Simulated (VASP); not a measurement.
# Hg (I4_1/amd) in VASP: relaxation of cell and atoms with PBEsol

Aim: the relaxation of cell and atoms of Hg with PBEsol.

Everything below comes from runs of VASP 6.6.1. Logs are shortened: lines on timing, memory, paths and dates and some standing lists are left out, and cuts for length are marked.

## (1) The cell of the first run

It takes space group I4_1/amd (No. 141, tetragonal). The conventional cell has a = 4.750 Å, b = 4.750 Å, c = 2.612 Å, α = 90.00°, β = 90.00°, γ = 90.00°. Hg (site symmetry -4m2) has 10 Hg at 2.46 to 3.08 Å within 3.3 Å.

## (2) Relaxation of cell and atoms, PBEsol, target pressure 96 GPa, at which the enthalpy is minimised

INCAR

```
SYSTEM = Hg
PREC     = Accurate       ! precision mode
ENCUT    = 600            ! plane-wave cutoff, eV
EDIFF    = 1E-7           ! SCF threshold, eV
ISMEAR   = -1             ! smearing method
SIGMA    = 0.08           ! smearing width, eV
LREAL    = .FALSE.        ! projectors in reciprocal space
LASPH    = .TRUE.         ! aspherical terms in the spheres
NELM     = 80             ! most SCF steps
ALGO     = Normal         ! electronic algorithm
ISIF     = 3              ! what is computed and relaxed
LWAVE    = .FALSE.        ! write WAVECAR
LCHARG   = .FALSE.        ! write CHGCAR
GGA      = PS             ! functional
IBRION   = 2              ! ionic algorithm
NSW      = 60             ! ionic steps
EDIFFG   = -0.005         ! ionic threshold
PSTRESS  = 960.0
```

KPOINTS

```
regular mesh
0
G
  17 17 17
  0 0 0
```

POSCAR

```
Hg
1.0
   -2.3748959659      2.3748959659      1.3061927813
    2.3748959659     -2.3748959659      1.3061927813
    2.3748959659      2.3748959659     -1.3061927813
Hg
2
Direct
   -0.3750000000     -0.1250000000     -0.2500000000
    0.3750000000      0.1250000000      0.2500000000
```

Potentials or basis: VASP PAW PBE potentials, release 64 (Hg).

Run with:

```bash
$ cat potpaw_PBE.64/Hg/POTCAR > POTCAR
$ mpirun -np 1 vasp_std > vasp.out
```

OUTCAR:

```text
SYSTEM = Hg
   PREC = Accurate
   ENCUT = 600
   EDIFF = 1E-7
   ISMEAR = -1
   LREAL = .FALSE.
   LASPH = .TRUE.
   NELM = 80
   ISIF = 3
   GGA = PS
   IBRION = 2
   NSW = 60
   EDIFFG = -0.005
   PSTRESS = 960.0

 ion  position               nearest neighbor table
   1  0.625  0.875  0.750-   2 2.46   2 2.46   2 2.46   2 2.46   2 3.08   2 3.08   2 3.08   2 3.08

   2  0.375  0.125  0.250-   1 2.46   1 2.46   1 2.46   1 2.46   1 3.08   1 3.08   1 3.08   1 3.08

  LATTYP: Found a body centered tetragonal cell.
 ALAT       =     4.7497919318
 C/A-ratio  =     0.5500000000

  Lattice vectors:

 A1 = (  -2.3748959659,   2.3748959659,   1.3061927813)
 A2 = (   2.3748959659,  -2.3748959659,   1.3061927813)
 A3 = (   2.3748959659,   2.3748959659,  -1.3061927813)

Analysis of symmetry for initial positions (statically):
=====================================================================
 Subroutine PRICEL returns:
 Original cell was already a primitive cell.

 Routine SETGRP: Setting up the symmetry group for a
 body centered tetragonal supercell.

 Subroutine GETGRP returns: Found 16 space group operations
 (whereof  4 operations were pure point group operations)
 out of a pool of 16 trial point group operations.

The static configuration has the point symmetry C_2h.
 The point group associated with its full space group is D_4h.

Analysis of symmetry for dynamics (positions and initial velocities):
=====================================================================
 Subroutine PRICEL returns:
 Original cell was already a primitive cell.

 Routine SETGRP: Setting up the symmetry group for a
 body centered tetragonal supercell.

 Subroutine GETGRP returns: Found 16 space group operations
 (whereof  4 operations were pure point group operations)
 out of a pool of 16 trial point group operations.

The dynamic configuration has the point symmetry C_2h.
 The point group associated with its full space group is D_4h.

 Subroutine INISYM returns: Found 16 space group operations
 (whereof  4 operations are pure point group operations),
 and found     1 'primitive' translations

----------------------------------------------------------------------------------------

                                     Primitive cell

  volume of cell :      29.4684

  direct lattice vectors                    reciprocal lattice vectors
    -2.374895966  2.374895966  1.306192781     0.000000000  0.210535538  0.382791887
     2.374895966 -2.374895966  1.306192781     0.210535538  0.000000000  0.382791887
     2.374895966  2.374895966 -1.306192781     0.210535538  0.210535538  0.000000000

  length of vectors
     3.603664979  3.603664979  3.603664979     0.436869365  0.436869365  0.297742213

  position of ions in fractional coordinates (direct lattice)
     0.625000000  0.875000000  0.750000000
     0.375000000  0.125000000  0.250000000

  ion indices of the primitive-cell ions
   primitive index   ion index
                 1           1
                 2           2

----------------------------------------------------------------------------------------

 KPOINTS: regular mesh

Automatic generation of k-mesh.
 Grid dimensions read from file:
 generate k-points for:   17   17   17

 Generating k-lattice:

  Cartesian coordinates                     Fractional coordinates (reciprocal lattice)
     0.000000000  0.012384443  0.022517170     0.058823529  0.000000000 -0.000000000
     0.012384443  0.000000000  0.022517170     0.000000000  0.058823529 -0.000000000
     0.012384443  0.012384443  0.000000000     0.000000000  0.000000000  0.058823529

  Length of vectors
     0.025698198  0.025698198  0.017514248

  Shift w.r.t. Gamma in fractional coordinates (k-lattice)
     0.000000000  0.000000000  0.000000000

 Subroutine IBZKPT returns following result:
 ===========================================

 Found    405 irreducible k-points:

 Following reciprocal coordinates:
            Coordinates               Weight
  0.000000  0.000000  0.000000      1.000000
  0.058824 -0.000000  0.000000      8.000000
  0.117647 -0.000000  0.000000      8.000000
  0.176471  0.000000 -0.000000      8.000000
  0.235294 -0.000000  0.000000      8.000000
  0.294118 -0.000000  0.000000      8.000000
[... 16 lines left out ...]
 -0.176471  0.058824  0.000000     16.000000
 -0.117647  0.058824  0.000000     16.000000
 [... further k-points ...]
   k-points           NKPTS =    405   k-points in BZ     NKDIM =    405   number of bands    NBANDS=     16
   number of dos      NEDOS =    301   number of ions     NIONS =      2
   total plane-waves  NPLWV =  27000
   dimension x,y,z NGX =    30 NGY =   30 NGZ =   30
   dimension x,y,z NGXF=    60 NGYF=   60 NGZF=   60
   ions per type =               2
   NGX,Y,Z   is equivalent  to a cutoff of  13.84, 13.84, 13.84 a.u.
   NGXF,Y,Z  is equivalent  to a cutoff of  27.68, 27.68, 27.68 a.u.
 SYSTEM =  Hg
   PREC   = accura    normal or accurate (medium, high low for compatibility)
   ISTART =      0    job   : 0-new  1-cont  2-samecut
   ICHARG =      2    charge: 1-file 2-atom 10-const
   ISPIN  =      1    spin polarized calculation?
   LNONCOLLINEAR =      F non collinear calculations
   LSORBIT =      F    spin-orbit coupling
   LASPH  =      T    aspherical Exc in radial PAW
   ENCUT  =  600.0 eV  44.10 Ry    6.64 a.u.   7.20  7.20  7.20*2*pi/ulx,y,z
   NELM   =     80;   NELMIN=  2; NELMDL= -5     # of ELM steps
   EDIFF  = 0.1E-06   stopping-criterion for ELM
   LREAL  =      F    real-space projection
   EDIFFG = -.5E-02   stopping-criterion for IOM
   NSW    =     60    number of steps for IOM
   IBRION =      2    ionic relax: 0-MD 1-quasi-New 2-CG
   NFREE  =      1    steps in history (QN), initial steepest desc. (CG)
   ISIF   =      3    stress and relaxation
   ISYM   =      2    0-nonsym 1-usesym 2-fastsym
   POTIM  = 0.5000    time-step for ionic-motion
   TEBEG  =    0.0;   TEEND  =   0.0 temperature during run
   PSTRESS=  960.0 pullay stress
   NELECT =      24.0000    total number of electrons
   NUPDOWN=      -1.0000    fix difference up-down
   EMIN   =  10.00;   EMAX   =-10.00  energy-range for DOS
   EFERMI =   0.00;   METHOD = LEGACY
   ISMEAR =    -1;   SIGMA  =   0.08  broadening in eV -4-tet -1-fermi 0-gaus
   EFERMI_NEDOS =   21; number of points for ismear=-14 and -15
   IALGO  =     38    algorithm
   IMIX   =      4    mixing-type and parameters
     AMIX     =   0.40;   BMIX     =  1.00
     AMIX_MAG =   1.60;   BMIX_MAG =  1.00
  volume/ion in A,a.u.               =      14.73        99.43
  Fermi-wavevector in a.u.,A,eV,Ry     =   1.528832  2.889074 31.801268  2.337327
  Thomas-Fermi vector in A             =   2.636536
   LORBIT       =      0    0 simple, 1 ext, 2 COOP (PROOUT), +10 PAW based schemes
   GGA     = PS    functional components
   LHFCALC =     F    Hartree Fock is set to
   AEXX    =    0.0000 exact exchange contribution
   IVDW    =     0    specifies the selected vdW correction
   LEPSILON=     F    determine dielectric tensor
   LRPA    =     F    only Hartree local field effects (RPA)
 conjugate gradient relaxation of ions
 non-spin polarized calculation
  energy-cutoff  :      600.00
  volume of cell :       29.47
 maximum number of plane-waves:       997
 NGX is ok and might be reduce to    30
   NGX = 15   NGY = 15   NGZ = 15

--------------------------------------- Ionic step        1  -------------------------------------------

 number of electron      23.9999997 magnetization

 Free energy of the ion-electron system (eV)
  ---------------------------------------------------
  ext. energy  EPLUGINS =         0.00000000
  ---------------------------------------------------
  free energy    TOTEN  =         3.23293753 eV

  energy without entropy =        3.24449419  energy(sigma->0) =        3.23871586

------------------------ aborting loop because EDIFF is reached ----------------------------------------

  FORCE on cell =-STRESS in cart. coord.  units (eV):
  Direction    XX          YY          ZZ          XY          YZ          ZX
  --------------------------------------------------------------------------------------
  -------------------------------------------------------------------------------------
  Total       24.1732619     24.1732619     19.8682680      0.0000000      0.0000000     -0.0000000
  in kB     1314.2845127   1314.2845127   1080.2247936      0.0000000      0.0000000     -0.0000000
  external PRESSURE =     276.2646063 kB  Pullay stress =     960.0000000 kB
[... 61 lines left out ...]
  enthalpy is  TOTEN    =        24.1241856056 eV   P V=       24.9050513611

--------------------------------------- Ionic step        3  -------------------------------------------

 number of electron      24.0000003 magnetization

 E-fermi :   7.3151     XC(G=0): -13.3186

 val. band max:        7.2892553570   @ k =  -0.3529  -0.3529   0.2941
 cond. band min:       7.3208677242   @ k =  -0.2941  -0.2941   0.2353
 fundamental gap:      0.0316123672
 Fermi energy:         7.3151310790

 k-point     1 :       0.0000    0.0000    0.0000
  band No.  band energies     occupation
      1      -6.4930      2.00000
      2      -4.5104      2.00000
      3      -4.3303      2.00000
      4      -3.7122      2.00000
      5      -3.3340      2.00000
      6      -0.6238      2.00000
[... 8 lines left out ...]
     15      17.2874      0.00000
     16      20.8566      0.00000
[... 420 lines left out ...]
  band No.  band energies     occupation
      1      -6.2569      2.00000
      2      -4.3898      2.00000
      3      -4.2649      2.00000
      4      -3.6082      2.00000
      5      -3.2905      2.00000
      6      -0.8639      2.00000
[... 8 lines left out ...]
     15      17.6021      0.00000
     16      20.1555      0.00000

 [... further k-points ...]

------------------------ aborting loop because EDIFF is reached ----------------------------------------

  FORCE on cell =-STRESS in cart. coord.  units (eV):
  Direction    XX          YY          ZZ          XY          YZ          ZX
  --------------------------------------------------------------------------------------
  -------------------------------------------------------------------------------------
  Total       18.1233945     18.1233945     15.8829824      0.0000000     -0.0000000      0.0000000
  in kB      922.8997694    922.8997694    808.8109954      0.0000000     -0.0000000      0.0000000
  external PRESSURE =     -75.1298219 kB  Pullay stress =     960.0000000 kB
[... 213 lines left out ...]
  enthalpy is  TOTEN    =        20.7022351481 eV   P V=       18.6802701243

--------------------------------------- Ionic step        9  -------------------------------------------

 number of electron      24.0000000 magnetization

 Free energy of the ion-electron system (eV)
  ---------------------------------------------------
  ext. energy  EPLUGINS =         0.00000000
  ---------------------------------------------------
  free energy    TOTEN  =         2.16689519 eV

  energy without entropy =        2.18085350  energy(sigma->0) =        2.17387435

 E-fermi :   7.5850     XC(G=0): -13.4205

 val. band max:        7.5744828131   @ k =  -0.0588   0.2353   0.0588
 cond. band min:       7.5890446583   @ k =  -0.1176  -0.4706   0.0588
 fundamental gap:      0.0145618451
 Fermi energy:         7.5850227043

 k-point     1 :       0.0000    0.0000    0.0000
  band No.  band energies     occupation
      1      -6.4888      2.00000
      2      -4.3976      2.00000
      3      -4.2165      2.00000
      4      -3.9484      2.00000
      5      -3.5183      2.00000
      6      -0.2890      2.00000
[... 8 lines left out ...]
     15      17.3440      0.00000
     16      20.6365      0.00000
[... 420 lines left out ...]
  band No.  band energies     occupation
      1      -6.2455      2.00000
      2      -4.2739      2.00000
      3      -4.1592      2.00000
      4      -3.8066      2.00000
      5      -3.4514      2.00000
      6      -0.5636      2.00000
[... 8 lines left out ...]
     15      17.6481      0.00000
     16      19.9975      0.00000

 [... further k-points ...]

------------------------ aborting loop because EDIFF is reached ----------------------------------------

  FORCE on cell =-STRESS in cart. coord.  units (eV):
  Direction    XX          YY          ZZ          XY          YZ          ZX
  --------------------------------------------------------------------------------------
  -------------------------------------------------------------------------------------
  Total       18.5331415     18.5331415     18.5263024      0.0000000     -0.0000000      0.0000000
  in kB      960.0517436    960.0517436    959.6974652      0.0000000     -0.0000000      0.0000000
  external PRESSURE =      -0.0663492 kB  Pullay stress =     960.0000000 kB
[... 17 lines left out ...]
  FREE ENERGIE OF THE ION-ELECTRON SYSTEM (eV)
  ---------------------------------------------------
  free  energy   TOTEN  =         2.1668951946 eV

  energy  without entropy=        2.1808535029  energy(sigma->0) =        2.17387435

  enthalpy is  TOTEN    =        20.6990378598 eV   P V=       18.5321426652

 reached required accuracy - stopping structural energy minimisation
```

Run time: 29 min. Hardware: 1 thread of Intel Xeon 6975P-C (Granite Rapids), shared host; peak memory 0.35 GiB.

What came out:

```yaml
Free_energy: 2.1669 eV
Relaxed_volume: 15.46 Å³/atom
Relaxed_cell: a = 3.703 Å, b = 3.703 Å, c = 3.703 Å, α = 96.88°, β = 96.88°, γ = 139.50°
Space_group_after_relaxing_to_0.1_Å: I4_1/amd (No. 141)
Energy_change_on_relaxing_the_run_minimises_the_enthalpy: -533.0 meV/atom
Ionic_steps: 9
Pressure_after_relaxing: 96.0 GPa
Band_gap_on_the_k_mesh: zero (bands 12 and 13 overlap by 6.72 eV)
```

Step by step:
```tsv
step	energy change (eV)	largest force (eV/Å)	pressure (GPa)	volume (Å³)
1	0.0000	0.0000	123.63	29.47
2	-4.0138	0.0000	14.97	41.56
3	-1.3472	0.0000	88.49	31.46
4	-1.1685	0.0000	93.15	31.15
5	-1.1480	0.0000	93.69	31.12
6	-0.9337	0.0000	99.32	30.72
7	-1.0282	0.0000	96.98	30.87
8	-1.2110	0.0000	92.15	31.18
9	-1.0660	0.0000	95.99	30.93
```

Final structure:
```
CELL_PARAMETERS angstrom
-2.45640 2.45640 1.28147
2.45640 -2.45640 1.28147
2.45640 2.45640 -1.28147
ATOMIC_POSITIONS crystal
Hg 0.62500 0.87500 0.75000
Hg 0.37500 0.12500 0.25000
```

Caveat: the cell is relaxed towards a set pressure, so the run minimises the enthalpy, not the energy; the PAW data sets were made with another functional, which shifts forces and pressure a little; spin-orbit coupling is left out, which moves the levels of the heavy elements.
